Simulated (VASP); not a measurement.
# Sc3B2P (P6/mmm) in VASP: a series of runs, part 2 of 2

VASP 6.6.1.

## 3. Single point, PBE

This run uses another cell than the first one, of 17.82 Å³/atom.

File INCAR:

```
SYSTEM = Sc3B2P
  PREC = Accurate
  ENCUT = 520
  EDIFF = 1E-6
  ISMEAR = 0
  SIGMA = 0.1
  LREAL = .False.
  LASPH = .True.
  NELM = 100
  ALGO = Fast
  ISIF = 2
  LWAVE = .False.
  LCHARG = .False.
  GGA = PE
  NBANDS = 31
```

File KPOINTS:

```
regular mesh
0
Gamma
  6 6 12
  0 0 0
```

File POSCAR:

```
Sc3B2P
1.0
    6.3800520972      0.0000000000      0.0000000000
   -3.1900260486      5.5252871936      0.0000000000
    0.0000000000      0.0000000000      3.0330909977
Sc B P
3 2 1
Direct
    0.5000000000      0.0000000000      0.5000000000
    0.5000000000      0.5000000000      0.5000000000
    0.0000000000      0.5000000000      0.5000000000
    0.6666666667      0.3333333333      0.0000000000
    0.3333333333      0.6666666667      0.0000000000
    0.0000000000      0.0000000000      0.0000000000
```

Potentials or basis: VASP PAW PBE potentials, release 64 (Sc_sv, B, P).

Command:

```sh
$ cat potpaw_PBE.64/Sc_sv/POTCAR potpaw_PBE.64/B/POTCAR potpaw_PBE.64/P/POTCAR > POTCAR
$ mpirun -np 1 vasp_std > vasp.out
```

OUTCAR:

```text
SYSTEM = Sc3B2P
   PREC = Accurate
   ENCUT = 520
   EDIFF = 1E-6
   ISMEAR = 0
   LREAL = .False.
   LASPH = .True.
   NELM = 100
   ISIF = 2
   GGA = PE

 ion  position               nearest neighbor table
   1  0.500  0.000  0.500-   4 2.39   5 2.39   4 2.39   5 2.39   2 3.19   3 3.19   2 3.19   3 3.19

   2  0.500  0.500  0.500-   4 2.39   5 2.39   4 2.39   5 2.39   1 3.19   1 3.19   3 3.19   3 3.19

   3  0.000  0.500  0.500-   4 2.39   5 2.39   4 2.39   5 2.39   1 3.19   1 3.19   2 3.19   2 3.19

   4  0.667  0.333  0.000-   1 2.39   1 2.39   3 2.39   3 2.39   2 2.39   2 2.39
   5  0.333  0.667  0.000-   1 2.39   1 2.39   3 2.39   3 2.39   2 2.39   2 2.39
   6  0.000  0.000  0.000-

  LATTYP: Found a hexagonal cell.
 ALAT       =     6.3800520972
 C/A-ratio  =     0.4754022305

  Lattice vectors:

 A1 = (   6.3800520972,   0.0000000000,   0.0000000000)
 A2 = (  -3.1900260486,   5.5252871936,   0.0000000000)
 A3 = (   0.0000000000,   0.0000000000,   3.0330909977)

Analysis of symmetry for initial positions (statically):
=====================================================================
 Subroutine PRICEL returns:
 Original cell was already a primitive cell.

 Routine SETGRP: Setting up the symmetry group for a
 hexagonal supercell.

 Subroutine GETGRP returns: Found 24 space group operations
 (whereof 24 operations were pure point group operations)
 out of a pool of 24 trial point group operations.

The static configuration has the point symmetry D_6h.

Analysis of symmetry for dynamics (positions and initial velocities):
=====================================================================
 Subroutine PRICEL returns:
 Original cell was already a primitive cell.

 Routine SETGRP: Setting up the symmetry group for a
 hexagonal supercell.

 Subroutine GETGRP returns: Found 24 space group operations
[... 126 lines left out ...]
   ISMEAR =     0;   SIGMA  =   0.10  broadening in eV -4-tet -1-fermi 0-gaus
   EFERMI_NEDOS =   21; number of points for ismear=-14 and -15
   IALGO  =     68    algorithm
   IMIX   =      4    mixing-type and parameters
     AMIX     =   0.40;   BMIX     =  1.00
     AMIX_MAG =   1.60;   BMIX_MAG =  1.00
  volume/ion in A,a.u.               =      17.82       120.26
  Fermi-wavevector in a.u.,A,eV,Ry     =   1.217692  2.301105 20.174371  1.482774
  Thomas-Fermi vector in A             =   2.353004
   LORBIT       =      0    0 simple, 1 ext, 2 COOP (PROOUT), +10 PAW based schemes
   GGA     = PE    functional components
   LHFCALC =     F    Hartree Fock is set to
   AEXX    =    0.0000 exact exchange contribution
   IVDW    =     0    specifies the selected vdW correction
   LEPSILON=     F    determine dielectric tensor
   LRPA    =     F    only Hartree local field effects (RPA)
 non-spin polarized calculation
 RMM-DIIS sequential band-by-band and
 Gauss-broadening in eV      SIGMA  =   0.10
  energy-cutoff  :      520.00
  volume of cell :      106.92
 maximum number of plane-waves:      2904
 NGX is ok and might be reduce to    48
   NGX = 23   NGY = 23   NGZ = 11

 number of electron      43.9999997 magnetization

 Free energy of the ion-electron system (eV)
  ---------------------------------------------------
  ext. energy  EPLUGINS =         0.00000000
  ---------------------------------------------------
  free energy    TOTEN  =       -36.73562445 eV

  energy without entropy =      -36.71250210  energy(sigma->0) =      -36.72406327

 E-fermi :   4.1068     XC(G=0): -10.1454

 val. band max:        4.1021153144   @ k =   0.3333   0.1667   0.3333
 cond. band min:       4.1175761408   @ k =   0.1667   0.1667   0.0000
 fundamental gap:      0.0154608264
 Fermi energy:         4.1067571143

 k-point     1 :       0.0000    0.0000    0.0000
  band No.  band energies     occupation
      1     -44.9211      2.00000
      2     -44.8782      2.00000
      3     -44.8782      2.00000
      4     -23.7937      2.00000
      5     -23.7937      2.00000
      6     -23.7030      2.00000
[... 805 lines left out ...]
     30       6.8232      0.00000
     31       7.1673      0.00000

 [... further k-points ...]
[... 5 lines left out ...]
  --------------------------------------------------------------------------------------
  -------------------------------------------------------------------------------------
  Total        0.1063818      0.1063818      0.1623732      0.0000000      0.0000000      0.0000000
  in kB        1.5940921      1.5940921      2.4331033      0.0000000      0.0000000      0.0000000
  external PRESSURE =       1.8737625 kB  Pullay stress =       0.0000000 kB

 VOLUME and BASIS-vectors are now :
 -----------------------------------------------------------------------------
  energy-cutoff  :      520.00
  volume of cell :      106.92
      direct lattice vectors                 reciprocal lattice vectors
     6.380052097  0.000000000  0.000000000     0.156738532  0.090493034  0.000000000
    -3.190026049  5.525287194  0.000000000     0.000000000  0.180986067  0.000000000
     0.000000000  0.000000000  3.033090998     0.000000000  0.000000000  0.329696669

 POSITION                                       TOTAL-FORCE (eV/Angst)
 -----------------------------------------------------------------------------------
      3.19003      0.00000      1.51655         0.000000     -0.000000     -0.000000
      1.59501      2.76264      1.51655         0.000000     -0.000000     -0.000000
     -1.59501      2.76264      1.51655         0.000000     -0.000000     -0.000000
      3.19003      1.84176      0.00000         0.000000     -0.000000     -0.000000
     -0.00000      3.68352      0.00000        -0.000000      0.000000      0.000000
      0.00000      0.00000      0.00000         0.000000     -0.000000     -0.000000
 -----------------------------------------------------------------------------------
    total drift:                               -0.000000      0.000000     -0.000000

  FREE ENERGIE OF THE ION-ELECTRON SYSTEM (eV)
  ---------------------------------------------------
  free  energy   TOTEN  =       -36.7356244468 eV

  energy  without entropy=      -36.7125020964  energy(sigma->0) =      -36.72406327
```

stdout:

```text
POSCAR found type information on POSCAR ScB P
 POSCAR found :  3 types and       6 ions
 scaLAPACK will be used
 LDA part: xc-table for (Slater+PW92), standard interpolation
 POSCAR, INCAR and KPOINTS ok, starting setup
 FFT: planning ... GRIDC
 FFT: planning ... GRID_SOFT
 FFT: planning ... GRID
 WAVECAR not read
 entering main loop
```

It took 6.2 min on 1 thread of Oxide Virtual Turin-like, shared host; peak memory 0.28 GiB.

What came out:

| Quantity | Value |
| --- | --- |
| Free energy | -36.7356 eV |
| Pressure | 0.2 GPa |
| Band gap on the k mesh | zero (bands 22 and 23 overlap by 1.23 eV) |

The gap in the log of VASP goes by the Fermi energy; the results here count the filled bands.